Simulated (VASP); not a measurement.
# SiO2 (P4_2/mnm) in VASP: relaxation of cell and atoms with r2SCAN+D4

Aim: the relaxation of cell and atoms of SiO2 with r2SCAN+D4.

Program: VASP 6.6.1. These are calculated values, not measurements. Logs are shortened: lines on timing, memory, paths and dates and some standing lists are left out, and cuts for length are marked.

## Step 1: The cell of the first run

The structure is tetragonal, space group P4_2/mnm (No. 136). The conventional cell has a = 4.177 Å, b = 4.177 Å, c = 2.665 Å, α = 90.00°, β = 90.00°, γ = 90.00°. Within 2.3 Å of Si (site symmetry mmm) lie 6 O at 1.76 to 1.81 Å. O (site symmetry m2m) has 3 Si at 1.76 to 1.81 Å and 1 O at 2.29 Å within 2.3 Å.

## Step 2: Relaxation of cell and atoms, r2SCAN+D4

The input, POSCAR:

```
SiO2
1.0
    4.1773000000      0.0000000000      0.0000000000
    0.0000000000      4.1773000000      0.0000000000
    0.0000000000      0.0000000000      2.6652000000
Si O
2 4
Direct
    0.0000000000      0.0000000000      0.0000000000
    0.5000000000      0.5000000000      0.5000000000
    0.3059000000      0.3059000000      0.0000000000
    0.1941000000      0.8059000000      0.5000000000
    0.6941000000      0.6941000000      0.0000000000
    0.8059000000      0.1941000000      0.5000000000
```

The input, INCAR.step1:

```
SYSTEM = SiO2
PREC = Accurate ; ENCUT = 600
ISMEAR = 0 ; SIGMA = 0.01
LREAL = .False. ; LASPH = .True.
NELM = 100 ; GGA = PE
ALGO = Normal ; EDIFF = 1E-4
LWAVE = .True. ; LCHARG = .False.
```

The input, INCAR.step2:

```
SYSTEM = SiO2
PREC = Accurate ; ENCUT = 600
EDIFF = 1E-7 ; ISMEAR = 0
SIGMA = 0.01 ; LREAL = .False.
LASPH = .True. ; NELM = 100
ALGO = Normal ; ISIF = 3
LWAVE = .False. ; LCHARG = .False.
METAGGA = R2SCAN ; LMIXTAU = .True.
IVDW = 13 ; VDW_S6 = 1.0
VDW_S8 = 0.6018749 ; VDW_A1 = 0.51559235
VDW_A2 = 5.77342911 ; IBRION = 2
NSW = 80 ; EDIFFG = -0.01
ISTART = 1
```

The input, KPOINTS:

```
regular mesh
0
Gamma
  6 6 8
  0 0 0
```

Potentials or basis: VASP PAW PBE potentials, release 64 (Si, O).

Command:

```bash
cat potpaw_PBE.64/Si/POTCAR potpaw_PBE.64/O/POTCAR > POTCAR
cp INCAR.step1 INCAR
mpirun -np 1 vasp_std > vasp.out
cp INCAR.step2 INCAR
mpirun -np 1 vasp_std > vasp.out
```

OUTCAR:

```text
SYSTEM = SiO2
   PREC = Accurate
   ENCUT = 600
   EDIFF = 1E-7
   ISMEAR = 0
   LREAL = .False.
   LASPH = .True.
   NELM = 100
   ISIF = 3
   METAGGA = R2SCAN
   IVDW = 13
   IBRION = 2
   NSW = 80
   EDIFFG = -0.01
   ISTART = 1

 ion  position               nearest neighbor table
   1  0.000  0.000  0.000-   4 1.76   6 1.76   4 1.76   6 1.76   5 1.81   3 1.81
   2  0.500  0.500  0.500-   3 1.76   5 1.76   3 1.76   5 1.76   4 1.81   6 1.81
   3  0.306  0.306  0.000-   2 1.76   2 1.76   1 1.81
   4  0.194  0.806  0.500-   1 1.76   1 1.76   2 1.81
   5  0.694  0.694  0.000-   2 1.76   2 1.76   1 1.81
   6  0.806  0.194  0.500-   1 1.76   1 1.76   2 1.81

  LATTYP: Found a simple tetragonal cell.
 ALAT       =     4.1773000000
 C/A-ratio  =     0.6380197735

  Lattice vectors:

 A1 = (   4.1773000000,   0.0000000000,   0.0000000000)
 A2 = (   0.0000000000,   4.1773000000,   0.0000000000)
 A3 = (   0.0000000000,   0.0000000000,   2.6652000000)

Analysis of symmetry for initial positions (statically):
=====================================================================
 Subroutine PRICEL returns:
 Original cell was already a primitive cell.

 Routine SETGRP: Setting up the symmetry group for a
 simple tetragonal supercell.

 Subroutine GETGRP returns: Found 16 space group operations
 (whereof  8 operations were pure point group operations)
 out of a pool of 16 trial point group operations.

The static configuration has the point symmetry D_2h.
 The point group associated with its full space group is D_4h.

Analysis of symmetry for dynamics (positions and initial velocities):
=====================================================================
 Subroutine PRICEL returns:
 Original cell was already a primitive cell.

 Routine SETGRP: Setting up the symmetry group for a
 simple tetragonal supercell.

 Subroutine GETGRP returns: Found 16 space group operations
 (whereof  8 operations were pure point group operations)
 out of a pool of 16 trial point group operations.

The dynamic configuration has the point symmetry D_2h.
 The point group associated with its full space group is D_4h.

 Subroutine INISYM returns: Found 16 space group operations
 (whereof  8 operations are pure point group operations),
 and found     1 'primitive' translations

----------------------------------------------------------------------------------------

                                     Primitive cell

  volume of cell :      46.5073

  direct lattice vectors                    reciprocal lattice vectors
     4.177300000  0.000000000  0.000000000     0.239389079  0.000000000  0.000000000
     0.000000000  4.177300000  0.000000000     0.000000000  0.239389079  0.000000000
     0.000000000  0.000000000  2.665200000     0.000000000  0.000000000  0.375206363

  length of vectors
[... 79 lines left out ...]
   NGXF,Y,Z  is equivalent  to a cutoff of  28.65, 28.65, 29.94 a.u.
 SYSTEM =  SiO2
   PREC   = accura    normal or accurate (medium, high low for compatibility)
   ISTART =      1    job   : 0-new  1-cont  2-samecut
   ICHARG =      0    charge: 1-file 2-atom 10-const
   ISPIN  =      1    spin polarized calculation?
   LNONCOLLINEAR =      F non collinear calculations
   LSORBIT =      F    spin-orbit coupling
   LASPH  =      T    aspherical Exc in radial PAW
   ENCUT  =  600.0 eV  44.10 Ry    6.64 a.u.   8.34  8.34  5.32*2*pi/ulx,y,z
   NELM   =    100;   NELMIN=  2; NELMDL=  0     # of ELM steps
   EDIFF  = 0.1E-06   stopping-criterion for ELM
   LREAL  =      F    real-space projection
   EDIFFG = -.1E-01   stopping-criterion for IOM
   NSW    =     80    number of steps for IOM
   IBRION =      2    ionic relax: 0-MD 1-quasi-New 2-CG
   NFREE  =      1    steps in history (QN), initial steepest desc. (CG)
   ISIF   =      3    stress and relaxation
   ISYM   =      2    0-nonsym 1-usesym 2-fastsym
   POTIM  = 0.5000    time-step for ionic-motion
   TEBEG  =    0.0;   TEEND  =   0.0 temperature during run
   PSTRESS=    0.0 pullay stress
   NELECT =      32.0000    total number of electrons
   NUPDOWN=      -1.0000    fix difference up-down
   EMIN   =  10.00;   EMAX   =-10.00  energy-range for DOS
   EFERMI =   0.00;   METHOD = LEGACY
   ISMEAR =     0;   SIGMA  =   0.01  broadening in eV -4-tet -1-fermi 0-gaus
   EFERMI_NEDOS =   21; number of points for ismear=-14 and -15
   IALGO  =     38    algorithm
   IMIX   =      4    mixing-type and parameters
     AMIX     =   0.40;   BMIX     =  1.00
     AMIX_MAG =   1.60;   BMIX_MAG =  1.00
  volume/ion in A,a.u.               =       7.75        52.31
  Fermi-wavevector in a.u.,A,eV,Ry     =   1.445277  2.731178 28.420200  2.088826
  Thomas-Fermi vector in A             =   2.563477
   LORBIT       =      0    0 simple, 1 ext, 2 COOP (PROOUT), +10 PAW based schemes
   METAGGA = R2SCAN    functional components
   LHFCALC =     F    Hartree Fock is set to
   AEXX    =    0.0000 exact exchange contribution
   IVDW    =    13    specifies the selected vdW correction
   LEPSILON=     F    determine dielectric tensor
   LRPA    =     F    only Hartree local field effects (RPA)
 conjugate gradient relaxation of ions
 non-spin polarized calculation
 Gauss-broadening in eV      SIGMA  =   0.01
  energy-cutoff  :      600.00
  volume of cell :       46.51
 maximum number of plane-waves:      1580
 NGX is ok and might be reduce to    36
   NGX = 17   NGY = 17   NGZ = 11

--------------------------------------- Ionic step        1  -------------------------------------------

 number of electron      32.0000002 magnetization

 Free energy of the ion-electron system (eV)
  ---------------------------------------------------
  ext. energy  EPLUGINS =         0.00000000
  ---------------------------------------------------
  free energy    TOTEN  =       -58.80165450 eV

  energy without entropy =      -58.80165450  energy(sigma->0) =      -58.80165450

------------------------ aborting loop because EDIFF is reached ----------------------------------------

  DFT-D4 for vdW energy calculation

  Edisp (eV):   -0.63999
[... 167 lines left out ...]
--------------------------------------- Ionic step        5  -------------------------------------------

 number of electron      31.9999999 magnetization

 Free energy of the ion-electron system (eV)
  ---------------------------------------------------
  ext. energy  EPLUGINS =         0.00000000
  ---------------------------------------------------
  free energy    TOTEN  =       -58.80116840 eV

  energy without entropy =      -58.80116840  energy(sigma->0) =      -58.80116840

 E-fermi :   7.9864     XC(G=0): -12.9061

 val. band max:        7.8915596163   @ k =   0.0000   0.0000   0.0000
 cond. band min:      14.4994061506   @ k =   0.0000   0.0000   0.0000
 fundamental gap:      6.6078465342
 Fermi energy:         7.9864086519

 k-point     1 :       0.0000    0.0000    0.0000
  band No.  band energies     occupation
      1     -15.7103      2.00000
      2     -12.0941      2.00000
      3     -12.0941      2.00000
      4     -11.7996      2.00000
      5      -3.2138      2.00000
      6       1.3484      2.00000
[... 541 lines left out ...]
     19      19.5706      0.00000
     20      19.5706      0.00000

 [... further k-points ...]

------------------------ aborting loop because EDIFF is reached ----------------------------------------

  DFT-D4 for vdW energy calculation

  Edisp (eV):   -0.64096
[... 29 lines left out ...]
  FREE ENERGIE OF THE ION-ELECTRON SYSTEM (eV)
  ---------------------------------------------------
  free  energy   TOTEN  =       -59.4421275893 eV

  energy  without entropy=      -59.4421275893  energy(sigma->0) =      -59.44212759

 reached required accuracy - stopping structural energy minimisation
```

OUTCAR.step1:

```text
SYSTEM = SiO2
   PREC = Accurate
   ENCUT = 600
   ISMEAR = 0
   LREAL = .False.
   LASPH = .True.
   NELM = 100
[... 791 lines left out ...]
      0.81081      3.36649      1.33260         0.070023     -0.070023     -0.000000
      2.89946      2.89946      0.00000         0.070023      0.070023      0.000000
      3.36649      0.81081      1.33260        -0.070023      0.070023      0.000000
 -----------------------------------------------------------------------------------
    total drift:                                0.000000      0.000000     -0.000000

  FREE ENERGIE OF THE ION-ELECTRON SYSTEM (eV)
  ---------------------------------------------------
  free  energy   TOTEN  =       -46.2693866872 eV

  energy  without entropy=      -46.2693866872  energy(sigma->0) =      -46.26938669
```

Run time: 23 min. Hardware: 1 thread of Oxide Virtual Turin-like, shared host; peak memory 0.17 GiB.

What came out:

| Quantity | Value |
| --- | --- |
| Free energy | -59.4421 eV |
| Relaxed volume | 7.74 Å³/atom |
| Relaxed cell | a = 4.171 Å, b = 4.171 Å, c = 2.669 Å, α = 90.00°, β = 90.00°, γ = 90.00° |
| Space group after relaxing (to 0.1 Å) | P4_2/mnm (No. 136) |
| Energy gained by relaxing | 0.1 meV/atom |
| Ionic steps | 5 |
| Pressure after relaxing | 0.0 GPa |
| Band gap on the k mesh | 6.61 eV |
| Dispersion energy per atom | -0.107 eV |

Step by step:
| step | energy change (eV) | largest force (eV/Å) | pressure (GPa) | volume (Å³) |
| --- | --- | --- | --- | --- |
| 1 | 0.0000 | 0.0183 | -0.33 | 46.51 |
| 2 | -0.0004 | 0.0219 | 0.25 | 46.40 |
| 3 | -0.0004 | 0.0213 | 0.22 | 46.40 |
| 4 | -0.0004 | 0.0209 | -0.28 | 46.45 |
| 5 | -0.0005 | 0.0014 | -0.02 | 46.43 |

Final structure:
```
Si O
1.0
     4.17073    0.00000    0.00000
     0.00000    4.17073    0.00000
     0.00000    0.00000    2.66896
Si O
2 4
Direct
  0.00000 0.00000 0.00000
  0.50000 0.50000 0.50000
  0.30566 0.30566 0.00000
  0.19434 0.80566 0.50000
  0.69434 0.69434 0.00000
  0.80566 0.19434 0.50000
```

Levels at points of the mesh, in eV from the valence-band top:
```tsv
k point	band 12	band 13	band 14	band 15	band 16	band 17	band 18	band 19	band 20
(0.00, 0.00, 0.00)	-3.21	-2.52	-0.89	-0.89	0.00	6.61	7.62	9.47	9.47
(0.50, 0.00, 0.00)	-3.97	-2.74	-2.74	-1.08	-1.08	8.76	8.76	10.06	10.06
(0.50, 0.50, 0.00)	-3.35	-2.73	-2.73	-2.34	-2.34	8.46	8.46	11.08	11.08
(0.00, 0.00, 0.50)	-4.71	-3.16	-3.16	-2.73	-2.73	10.23	10.23	13.80	13.80
(0.50, 0.00, 0.50)	-4.05	-2.32	-2.32	-1.82	-1.82	9.87	9.87	10.99	10.99
(0.50, 0.50, 0.50)	-4.57	-1.78	-1.78	-1.62	-1.62	8.22	8.22	12.09	12.09
```

Caveat: the PAW data sets were made with another functional, which shifts forces and pressure a little. A k mesh can miss the band edges.
